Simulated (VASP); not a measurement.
# Hf (Im-3m) in VASP: notebook, part 2 of 2

VASP 6.6.1. Earlier steps stand in the parts before.

### Step 5. Single point, PBE (volume scaled by 0.960)

Contents of INCAR:

```
SYSTEM = Hf
ALGO     = Normal         ! electronic algorithm
EDIFF    = 1E-7           ! SCF threshold, eV
ENCUT    = 520            ! plane-wave cutoff, eV
GGA      = PE             ! functional
ISIF     = 2              ! what is computed and relaxed
ISMEAR   = 0              ! smearing method
LASPH    = .TRUE.         ! aspherical terms in the spheres
LCHARG   = .FALSE.        ! write CHGCAR
LREAL    = .FALSE.        ! projectors in reciprocal space
LWAVE    = .FALSE.        ! write WAVECAR
NBANDS   = 11             ! bands
NELM     = 60             ! most SCF steps
PREC     = Accurate       ! precision mode
SIGMA    = 0.05           ! smearing width, eV
```

Contents of KPOINTS:

```
k-points
0
G
  18 18 18
  0 0 0
```

Contents of POSCAR:

```
Hf
1.0
   -1.7494685618      1.7494685618      1.7494685618
    1.7494685618     -1.7494685618      1.7494685618
    1.7494685618      1.7494685618     -1.7494685618
Hf
1
Direct
    0.0000000000      0.0000000000      0.0000000000
```

Potentials or basis: VASP PAW PBE potentials, release 64 (Hf_pv).

Command:

```bash
$ cat potpaw_PBE.64/Hf_pv/POTCAR > POTCAR
$ mpirun -np 1 vasp_std > vasp.out
```

OUTCAR:

```text
SYSTEM = Hf
   EDIFF = 1E-7
   ENCUT = 520
   GGA = PE
   ISIF = 2
   ISMEAR = 0
   LASPH = .TRUE.
   LREAL = .FALSE.
   NELM = 60
   PREC = Accurate

 ion  position               nearest neighbor table
   1  0.000  0.000  0.000-

  LATTYP: Found a body centered cubic cell.
 ALAT       =     3.4989371236

  Lattice vectors:

 A1 = (  -1.7494685618,   1.7494685618,   1.7494685618)
 A2 = (   1.7494685618,  -1.7494685618,   1.7494685618)
 A3 = (   1.7494685618,   1.7494685618,  -1.7494685618)

Analysis of symmetry for initial positions (statically):
=====================================================================
 Subroutine PRICEL returns:
 Original cell was already a primitive cell.

 Routine SETGRP: Setting up the symmetry group for a
 body centered cubic supercell.

 Subroutine GETGRP returns: Found 48 space group operations
 (whereof 48 operations were pure point group operations)
 out of a pool of 48 trial point group operations.

The static configuration has the point symmetry O_h .

Analysis of symmetry for dynamics (positions and initial velocities):
=====================================================================
 Subroutine PRICEL returns:
 Original cell was already a primitive cell.

 Routine SETGRP: Setting up the symmetry group for a
 body centered cubic supercell.

 Subroutine GETGRP returns: Found 48 space group operations
 (whereof 48 operations were pure point group operations)
 out of a pool of 48 trial point group operations.

The dynamic configuration has the point symmetry O_h .

 Subroutine INISYM returns: Found 48 space group operations
 (whereof 48 operations are pure point group operations),
 and found     1 'primitive' translations

----------------------------------------------------------------------------------------

                                     Primitive cell

  volume of cell :      21.4180

  direct lattice vectors                    reciprocal lattice vectors
    -1.749468562  1.749468562  1.749468562     0.000000000  0.285801077  0.285801077
     1.749468562 -1.749468562  1.749468562     0.285801077  0.000000000  0.285801077
     1.749468562  1.749468562 -1.749468562     0.285801077  0.285801077  0.000000000

  length of vectors
     3.030168435  3.030168435  3.030168435     0.404183760  0.404183760  0.404183760

  position of ions in fractional coordinates (direct lattice)
     0.000000000  0.000000000  0.000000000

  ion indices of the primitive-cell ions
   primitive index   ion index
                 1           1

----------------------------------------------------------------------------------------

 KPOINTS: k-points

Automatic generation of k-mesh.
 Grid dimensions read from file:
 generate k-points for:   18   18   18

 Generating k-lattice:

  Cartesian coordinates                     Fractional coordinates (reciprocal lattice)
     0.000000000  0.015877838  0.015877838     0.055555556  0.000000000  0.000000000
     0.015877838  0.000000000  0.015877838     0.000000000  0.055555556  0.000000000
     0.015877838  0.015877838  0.000000000     0.000000000  0.000000000  0.055555556

  Length of vectors
     0.022454653  0.022454653  0.022454653

  Shift w.r.t. Gamma in fractional coordinates (k-lattice)
     0.000000000  0.000000000  0.000000000

 Subroutine IBZKPT returns following result:
 ===========================================

 Found    195 irreducible k-points:

 Following reciprocal coordinates:
            Coordinates               Weight
  0.000000  0.000000  0.000000      1.000000
  0.055556  0.000000  0.000000     12.000000
  0.111111  0.000000  0.000000     12.000000
  0.166667  0.000000  0.000000     12.000000
  0.222222  0.000000  0.000000     12.000000
  0.277778  0.000000  0.000000     12.000000
[... 16 lines left out ...]
  0.333333  0.111111  0.000000     48.000000
  0.388889  0.111111  0.000000     48.000000
 [... further k-points ...]
   k-points           NKPTS =    195   k-points in BZ     NKDIM =    195   number of bands    NBANDS=     11
   number of dos      NEDOS =    301   number of ions     NIONS =      1
   total plane-waves  NPLWV =  13824
   dimension x,y,z NGX =    24 NGY =   24 NGZ =   24
   dimension x,y,z NGXF=    48 NGYF=   48 NGZF=   48
   ions per type =               1
   NGX,Y,Z   is equivalent  to a cutoff of  13.17, 13.17, 13.17 a.u.
   NGXF,Y,Z  is equivalent  to a cutoff of  26.33, 26.33, 26.33 a.u.
 SYSTEM =  Hf
   PREC   = accura    normal or accurate (medium, high low for compatibility)
   ISTART =      0    job   : 0-new  1-cont  2-samecut
   ICHARG =      2    charge: 1-file 2-atom 10-const
   ISPIN  =      1    spin polarized calculation?
   LNONCOLLINEAR =      F non collinear calculations
   LSORBIT =      F    spin-orbit coupling
   LASPH  =      T    aspherical Exc in radial PAW
   ENCUT  =  520.0 eV  38.22 Ry    6.18 a.u.   5.63  5.63  5.63*2*pi/ulx,y,z
   NELM   =     60;   NELMIN=  2; NELMDL= -5     # of ELM steps
   EDIFF  = 0.1E-06   stopping-criterion for ELM
   LREAL  =      F    real-space projection
   EDIFFG = 0.1E-05   stopping-criterion for IOM
   NSW    =      0    number of steps for IOM
   IBRION =     -1    ionic relax: 0-MD 1-quasi-New 2-CG
   NFREE  =      0    steps in history (QN), initial steepest desc. (CG)
   ISIF   =      2    stress and relaxation
   ISYM   =      2    0-nonsym 1-usesym 2-fastsym
   POTIM  = 0.5000    time-step for ionic-motion
   TEBEG  =    0.0;   TEEND  =   0.0 temperature during run
   PSTRESS=    0.0 pullay stress
   NELECT =      10.0000    total number of electrons
   NUPDOWN=      -1.0000    fix difference up-down
   EMIN   =  10.00;   EMAX   =-10.00  energy-range for DOS
   EFERMI =   0.00;   METHOD = LEGACY
   ISMEAR =     0;   SIGMA  =   0.05  broadening in eV -4-tet -1-fermi 0-gaus
   EFERMI_NEDOS =   21; number of points for ismear=-14 and -15
   IALGO  =     38    algorithm
   IMIX   =      4    mixing-type and parameters
     AMIX     =   0.40;   BMIX     =  1.00
     AMIX_MAG =   1.60;   BMIX_MAG =  1.00
  volume/ion in A,a.u.               =      21.42       144.54
  Fermi-wavevector in a.u.,A,eV,Ry     =   1.270034  2.400016 21.946013  1.612986
  Thomas-Fermi vector in A             =   2.403043
   LORBIT       =      0    0 simple, 1 ext, 2 COOP (PROOUT), +10 PAW based schemes
   GGA     = PE    functional components
   LHFCALC =     F    Hartree Fock is set to
   AEXX    =    0.0000 exact exchange contribution
   IVDW    =     0    specifies the selected vdW correction
   LEPSILON=     F    determine dielectric tensor
   LRPA    =     F    only Hartree local field effects (RPA)
 non-spin polarized calculation
 Gauss-broadening in eV      SIGMA  =   0.05
  energy-cutoff  :      520.00
  volume of cell :       21.42
 maximum number of plane-waves:       603
   NGX = 11   NGY = 11   NGZ = 11

 number of electron      10.0000000 magnetization

 number of electron       9.9999998 magnetization

 Free energy of the ion-electron system (eV)
  ---------------------------------------------------
  ext. energy  EPLUGINS =         0.00000000
  ---------------------------------------------------
  free energy    TOTEN  =        -9.73445854 eV

  energy without entropy =       -9.73171844  energy(sigma->0) =       -9.73308849

 E-fermi :   4.8763     XC(G=0): -11.4824

 val. band max:        4.8753547229   @ k =   0.2778   0.0556   0.0000
 cond. band min:       4.8771592049   @ k =  -0.3889  -0.4444   0.0556
 fundamental gap:      0.0018044819
 Fermi energy:         4.8763464781

 k-point     1 :       0.0000    0.0000    0.0000
  band No.  band energies     occupation
      1     -24.7895      2.00000
      2     -24.7895      2.00000
      3     -24.7895      2.00000
      4      -2.3024      2.00000
      5       6.4371      0.00000
      6       6.4371      0.00000
      7       6.4371      0.00000
      8       9.3445      0.00000
      9       9.3445      0.00000
     10      18.3153      0.00000
     11      18.3687      0.00000
[... 309 lines left out ...]
 k-point    24 :       0.3889    0.1111    0.0000
  band No.  band energies     occupation
      1     -25.6758      2.00000
      2     -25.1194      2.00000
      3     -24.8364      2.00000
      4       1.6810      2.00000
      5       4.3765      2.00000
      6       5.5151      0.00000
      7       9.0612      0.00000
      8      10.2995      0.00000
      9      12.8120      0.00000
     10      15.3520      0.00000
     11      16.5747      0.00000

 [... further k-points ...]

------------------------ aborting loop because EDIFF is reached ----------------------------------------

  FORCE on cell =-STRESS in cart. coord.  units (eV):
  Direction    XX          YY          ZZ          XY          YZ          ZX
  --------------------------------------------------------------------------------------
  -------------------------------------------------------------------------------------
  Total        0.5281673      0.5281673      0.5281673      0.0000000     -0.0000000     -0.0000000
  in kB       39.5096922     39.5096922     39.5096922      0.0000000     -0.0000000     -0.0000000
  external PRESSURE =      39.5096922 kB  Pullay stress =       0.0000000 kB

 VOLUME and BASIS-vectors are now :
 -----------------------------------------------------------------------------
  energy-cutoff  :      520.00
  volume of cell :       21.42
      direct lattice vectors                 reciprocal lattice vectors
    -1.749468562  1.749468562  1.749468562     0.000000000  0.285801077  0.285801077
     1.749468562 -1.749468562  1.749468562     0.285801077  0.000000000  0.285801077
     1.749468562  1.749468562 -1.749468562     0.285801077  0.285801077  0.000000000

 POSITION                                       TOTAL-FORCE (eV/Angst)
 -----------------------------------------------------------------------------------
      0.00000      0.00000      0.00000        -0.000000      0.000000     -0.000000
 -----------------------------------------------------------------------------------
    total drift:                                0.000000      0.000000     -0.000000

  FREE ENERGIE OF THE ION-ELECTRON SYSTEM (eV)
  ---------------------------------------------------
  free  energy   TOTEN  =        -9.7344585390 eV

  energy  without entropy=       -9.7317184437  energy(sigma->0) =       -9.73308849
```

Run time: 12 s. Hardware: 1 thread of Intel Xeon 6975P-C (Granite Rapids), shared host; peak memory 0.17 GiB.

What came out:

```
Free energy            : -9.7345 eV
Pressure               : 4.0 GPa
Band gap on the k mesh : zero (band 5 reaches 6.44 eV, above the bottom of band 6 at 4.17 eV)
```

Caveat: the cell differs from its parent crystal (volume scaled by 0.960); spin-orbit coupling is left out, which moves the levels of the heavy elements.

### Step 6. Single point, PBE

This run uses another cell than the first one, of 22.31 Å³/atom, 1.471 times its volume.

Contents of INCAR:

```
ALGO = Fast ; EDIFF = 1E-6
ENCUT = 520 ; GGA = PE
ISIF = 2 ; ISMEAR = 0
LASPH = T ; LCHARG = T
LELF = T ; LREAL = F
LVHAR = T ; LWAVE = F
NBANDS = 11 ; NELM = 100
PREC = Accurate ; SIGMA = 0.05
```

Contents of KPOINTS:

```
k-points
0
Gamma
  18 18 18
```

Contents of POSCAR:

```
Hf
1.0
   -1.7734368630      1.7734368630      1.7734368630
    1.7734368630     -1.7734368630      1.7734368630
    1.7734368630      1.7734368630     -1.7734368630
Hf
1
Direct
    0.0000000000      0.0000000000      0.0000000000
```

Potentials or basis: VASP PAW PBE potentials, release 64 (Hf_pv).

Command:

```bash
$ cat potpaw_PBE.64/Hf_pv/POTCAR > POTCAR
$ mpirun -np 1 vasp_std > vasp.out
```

OUTCAR:

```text
EDIFF = 1E-6
   ENCUT = 520
   GGA = PE
   ISIF = 2
   ISMEAR = 0
   LASPH = T
   LREAL = F
   NELM = 100
   PREC = Accurate

 ion  position               nearest neighbor table
   1  0.000  0.000  0.000-

  LATTYP: Found a body centered cubic cell.
 ALAT       =     3.5468737260

  Lattice vectors:

 A1 = (  -1.7734368630,   1.7734368630,   1.7734368630)
 A2 = (   1.7734368630,  -1.7734368630,   1.7734368630)
 A3 = (   1.7734368630,   1.7734368630,  -1.7734368630)

Analysis of symmetry for initial positions (statically):
=====================================================================
 Subroutine PRICEL returns:
 Original cell was already a primitive cell.

 Routine SETGRP: Setting up the symmetry group for a
 body centered cubic supercell.

 Subroutine GETGRP returns: Found 48 space group operations
 (whereof 48 operations were pure point group operations)
 out of a pool of 48 trial point group operations.

The static configuration has the point symmetry O_h .

Analysis of symmetry for dynamics (positions and initial velocities):
=====================================================================
 Subroutine PRICEL returns:
 Original cell was already a primitive cell.

 Routine SETGRP: Setting up the symmetry group for a
 body centered cubic supercell.

 Subroutine GETGRP returns: Found 48 space group operations
 (whereof 48 operations were pure point group operations)
 out of a pool of 48 trial point group operations.

The dynamic configuration has the point symmetry O_h .

 Subroutine INISYM returns: Found 48 space group operations
 (whereof 48 operations are pure point group operations),
 and found     1 'primitive' translations

----------------------------------------------------------------------------------------

                                     Primitive cell

  volume of cell :      22.3104

  direct lattice vectors                    reciprocal lattice vectors
[... 112 lines left out ...]
   AEXX    =    0.0000 exact exchange contribution
   IVDW    =     0    specifies the selected vdW correction
   LEPSILON=     F    determine dielectric tensor
   LRPA    =     F    only Hartree local field effects (RPA)
 non-spin polarized calculation
 RMM-DIIS sequential band-by-band and
 Gauss-broadening in eV      SIGMA  =   0.05
  energy-cutoff  :      520.00
  volume of cell :       22.31
 maximum number of plane-waves:       619
   NGX = 11   NGY = 11   NGZ = 11

 number of electron      10.0000001 magnetization

 Free energy of the ion-electron system (eV)
  ---------------------------------------------------
  ext. energy  EPLUGINS =         0.00000000
  ---------------------------------------------------
  free energy    TOTEN  =        -9.74423456 eV

  energy without entropy =       -9.74185396  energy(sigma->0) =       -9.74304426

 E-fermi :   4.5951     XC(G=0): -11.2961

 val. band max:        4.5891048565   @ k =   0.3333   0.2222   0.0000
 cond. band min:       4.6040805766   @ k =   0.3889   0.2222   0.0000
 fundamental gap:      0.0149757201
 Fermi energy:         4.5951241113

 k-point     1 :       0.0000    0.0000    0.0000
  band No.  band energies     occupation
      1     -25.2328      2.00000
      2     -25.2328      2.00000
      3     -25.2328      2.00000
      4      -2.4516      2.00000
      5       6.1245      0.00000
      6       6.1245      0.00000
      7       6.1245      0.00000
      8       8.9122      0.00000
      9       8.9122      0.00000
     10      17.8926      0.00000
     11      17.8926      0.00000
[... 309 lines left out ...]
 k-point    24 :       0.3889    0.1111    0.0000
  band No.  band energies     occupation
      1     -26.0058      2.00000
      2     -25.5222      2.00000
      3     -25.2728      2.00000
      4       1.5025      2.00000
      5       4.1591      2.00000
      6       5.1282      0.00000
      7       8.6197      0.00000
      8       9.7925      0.00000
      9      12.1688      0.00000
     10      14.5401      0.00000
     11      16.0206      0.00000

 [... further k-points ...]

------------------------ aborting loop because EDIFF is reached ----------------------------------------

  FORCE on cell =-STRESS in cart. coord.  units (eV):
  Direction    XX          YY          ZZ          XY          YZ          ZX
  --------------------------------------------------------------------------------------
  -------------------------------------------------------------------------------------
  Total       -0.0510477     -0.0510477     -0.0510477      0.0000000      0.0000000      0.0000000
  in kB       -3.6658929     -3.6658929     -3.6658929      0.0000000      0.0000000      0.0000000
  external PRESSURE =      -3.6658929 kB  Pullay stress =       0.0000000 kB

 VOLUME and BASIS-vectors are now :
 -----------------------------------------------------------------------------
  energy-cutoff  :      520.00
  volume of cell :       22.31
      direct lattice vectors                 reciprocal lattice vectors
    -1.773436863  1.773436863  1.773436863     0.000000000  0.281938427  0.281938427
     1.773436863 -1.773436863  1.773436863     0.281938427  0.000000000  0.281938427
     1.773436863  1.773436863 -1.773436863     0.281938427  0.281938427  0.000000000

 POSITION                                       TOTAL-FORCE (eV/Angst)
 -----------------------------------------------------------------------------------
      0.00000      0.00000      0.00000         0.000000      0.000000      0.000000
 -----------------------------------------------------------------------------------
    total drift:                                0.000000      0.000000      0.000000

  FREE ENERGIE OF THE ION-ELECTRON SYSTEM (eV)
  ---------------------------------------------------
  free  energy   TOTEN  =        -9.7442345637 eV

  energy  without entropy=       -9.7418539631  energy(sigma->0) =       -9.74304426
```

It took 14 s on 1 thread of Intel Xeon 6975P-C (Granite Rapids), shared host; peak memory 0.17 GiB.

What came out:

| Property | Result |
| --- | --- |
| Free energy | -9.7442 eV |
| Pressure | -0.4 GPa |
| Band gap on the k mesh | zero (band 5 reaches 6.12 eV, above the bottom of band 6 at 3.87 eV) |

Caveat: spin-orbit coupling is left out, which moves the levels of the heavy elements.

### Step 7. The runs side by side

```csv
cell,k mesh,gap on the mesh (eV),pressure (GPa)
"a = 2.701 Å, angles 109.5°, 1 atom",20 × 20 × 20,none,70.7
"a = 2.987 Å, angles 109.5°, 1 atom",18 × 18 × 18,none,9.1
"a = 2.753 Å, angles 109.5°, 1 atom",20 × 20 × 20,none,55.0
"a = 3.030 Å, angles 109.5°, 1 atom",18 × 18 × 18,none,4.0
"a = 3.072 Å, angles 109.5°, 1 atom",18 × 18 × 18,none,-0.4
```

Alike in all rows: task single point; level PBE; potentials or basis VASP PAW PBE potentials, release 64 (Hf_pv); no spin polarisation; cutoff (eV) 520; smearing gaussian 0.05 eV.

Caveats: spin-orbit coupling is left out, which moves the levels of the heavy elements.

Total energies depend on the potentials used, so only differences within one code and one set of settings carry meaning.
